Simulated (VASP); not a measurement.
W:

```
W
1.0
    -1.59730    1.59730    1.59730
     1.59730   -1.59730    1.59730
     1.59730    1.59730   -1.59730
W
1
Direct
  0.00000 0.00000 0.00000
```

```yaml
Program: VASP 6.6.1
Task: relaxation of cell and atoms
Functional: PBE
Dispersion: D3(BJ)
Potentials_or_basis: VASP PAW PBE potentials, release 64 (W_sv)
Cutoff: 500 eV
k_mesh: 8 × 8 × 8
Occupations: gaussian, width 0.1 eV
Spin: no spin polarisation
```

At the start: pressure -9.2 GPa; volume 16.30 Å³/atom.

Problem. How do energy, volume and symmetry change on relaxing?

Solution. Over 3 steps the energy falls by 14.3 meV/atom and the volume is 15.84 Å³/atom (-2.8 %); space group Im-3m (No. 229, to 0.05 Å).

The path:
| step | energy change (eV) | largest force (eV/Å) | pressure (GPa) | volume (Å³) |
| --- | --- | --- | --- | --- |
| 1 | 0.0000 | 0.0000 | -9.20 | 16.30 |
| 2 | 0.1911 | 0.0000 | 44.58 | 14.19 |
| 3 | -0.0143 | 0.0000 | -0.46 | 15.84 |

Final structure:
```yaml
crystal:
  lattice:
    - [-1.58207, 1.58207, 1.58207]
    - [1.58207, -1.58207, 1.58207]
    - [1.58207, 1.58207, -1.58207]
  atoms:
    - { symbol: W, position: [0.00000, 0.00000, 0.00000] }
```

Caveat: pairwise dispersion overbinds metals, which lowers pressure and volume.
